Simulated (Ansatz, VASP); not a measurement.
Two plane-wave programs on HC12

The input INCAR:

```
  ALGO = Normal
  DIPOL = 0.5 0.5 0.288
  EDIFF = 1E-6
  ENCUT = 520
  GGA = PE
  IDIPOL = 3
  ISIF = 2
  ISMEAR = 0
  LASPH = T
  LCHARG = F
  LDIPOL = T
  LREAL = Auto
  LWAVE = F
  NBANDS = 68
  NELM = 60
  PREC = Accurate
  SIGMA = 0.05
```

Contents of KPOINTS:

```
k-points
0
Gamma
  5 5 1
```

The input POSCAR:

```
HC12
1.0
    5.0509324483      0.0000000000      0.0000000000
    0.0000000000      5.0509324483      0.0000000000
    0.0000000000      0.0000000000     22.3754933530
C H
24 2
Direct
    0.0000000000      0.2500000000      0.1787670080
    0.0000000000      0.7500000000      0.1787670080
    0.5000000000      0.2500000000      0.1787670080
    0.5000000000      0.7500000000      0.1787670080
    0.0000000000      0.0000000000      0.2186716990
    0.0000000000      0.5000000000      0.2186716990
    0.5000000000      0.0000000000      0.2186716990
    0.5000000000      0.5000000000      0.2186716990
    0.2500000000      0.0000000000      0.2585763899
    0.2500000000      0.5000000000      0.2585763899
    0.7500000000      0.0000000000      0.2585763899
    0.7500000000      0.5000000000      0.2585763899
    0.2500000000      0.2500000000      0.2976014419
    0.2500000000      0.7500000000      0.2976014419
    0.7500000000      0.2500000000      0.2976014419
    0.7500000000      0.7500000000      0.2976014419
    0.0000000000      0.2500000000      0.3394883053
    0.0000000000      0.7500000000      0.3394883053
    0.5000000000      0.2500000000      0.3394883053
    0.5000000000      0.7500000000      0.3394883053
    0.0000000000      0.0000000000      0.3743154719
    0.0000000000      0.5000000000      0.3743154719
    0.5000000000      0.0000000000      0.3743154719
    0.5000000000      0.5000000000      0.3743154719
    0.9257562829      0.3750000000      0.4087281209
    1.0742437171      0.3750000000      0.4087281209
```

Input for Ansatz:

```yaml
crystal:
  lattice:
    - [5.0509324483, 0.0, 0.0]
    - [0.0, 5.0509324483, 0.0]
    - [0.0, 0.0, 22.375493353]
  atoms:
    - { symbol: C, position: [0.0, 0.25, 0.178767008] }
    - { symbol: C, position: [0.0, 0.75, 0.178767008] }
    - { symbol: C, position: [0.5, 0.25, 0.178767008] }
    - { symbol: C, position: [0.5, 0.75, 0.178767008] }
    - { symbol: C, position: [0.0, 0.0, 0.218671699] }
    - { symbol: C, position: [0.0, 0.5, 0.218671699] }
    - { symbol: C, position: [0.5, 0.0, 0.218671699] }
    - { symbol: C, position: [0.5, 0.5, 0.218671699] }
    - { symbol: C, position: [0.25, 0.0, 0.2585763899] }
    - { symbol: C, position: [0.25, 0.5, 0.2585763899] }
    - { symbol: C, position: [0.75, 0.0, 0.2585763899] }
    - { symbol: C, position: [0.75, 0.5, 0.2585763899] }
    - { symbol: C, position: [0.25, 0.25, 0.2976014419] }
    - { symbol: C, position: [0.25, 0.75, 0.2976014419] }
    - { symbol: C, position: [0.75, 0.25, 0.2976014419] }
    - { symbol: C, position: [0.75, 0.75, 0.2976014419] }
    - { symbol: C, position: [0.0, 0.25, 0.3394883053] }
    - { symbol: C, position: [0.0, 0.75, 0.3394883053] }
    - { symbol: C, position: [0.5, 0.25, 0.3394883053] }
    - { symbol: C, position: [0.5, 0.75, 0.3394883053] }
    - { symbol: C, position: [0.0, 0.0, 0.3743154719] }
    - { symbol: C, position: [0.0, 0.5, 0.3743154719] }
    - { symbol: C, position: [0.5, 0.0, 0.3743154719] }
    - { symbol: C, position: [0.5, 0.5, 0.3743154719] }
    - { symbol: H, position: [0.9257562829, 0.375, 0.4087281209] }
    - { symbol: H, position: [1.0742437171, 0.375, 0.4087281209] }
basis:
  ecutwfc: 420
kpoints:
  mp_grid: { grid: [5, 5, 1] }
hamiltonian:
  xc: pbe
  pseudopotentials: { kind: paw, azcp: { folder: soft_1 } }
scf:
  occupations: { method: gaussian, width: 0.05 }
output:
  forces: true
  eigenvalues: true
  write_density: true
  write_potential: true
  elf: true
  volumetric_format: npy
efield:
  axis: 3
  dipole_correction: true
  ramp_width: 0.04
```

Alike in both runs: task single point; functional PBE; k mesh 5 × 5 × 1; occupations gaussian, width 0.05 eV; no spin polarisation.

```csv
,VASP,Ansatz
version,VASP 6.6.1,Ansatz 0.2.0
potentials or method,"VASP PAW PBE potentials, release 64 (C, H), cutoff 520 eV","scalar-relativistic, plane waves, PAW"
valence electrons in the cell,98,98
```

Ansatz gave:

| Quantity | Value |
| --- | --- |
| gap on the k mesh at the Fermi level (eV) | none |
| rms of the force components (eV/Å) | 1.744 |

Question: Estimate VASP's values.

Answer: gap on the k mesh at the Fermi level (eV): none; rms of the force components (eV/Å): 1.746.

Atom by atom the forces differ by 0.017 eV/Å (rms over components). A gap of «none» marks a metal or a gap that the smearing closes. The functional is the same, so the differences come from potentials, cutoffs and numerics. Ansatz's warnings: xc potential rough in thin density.
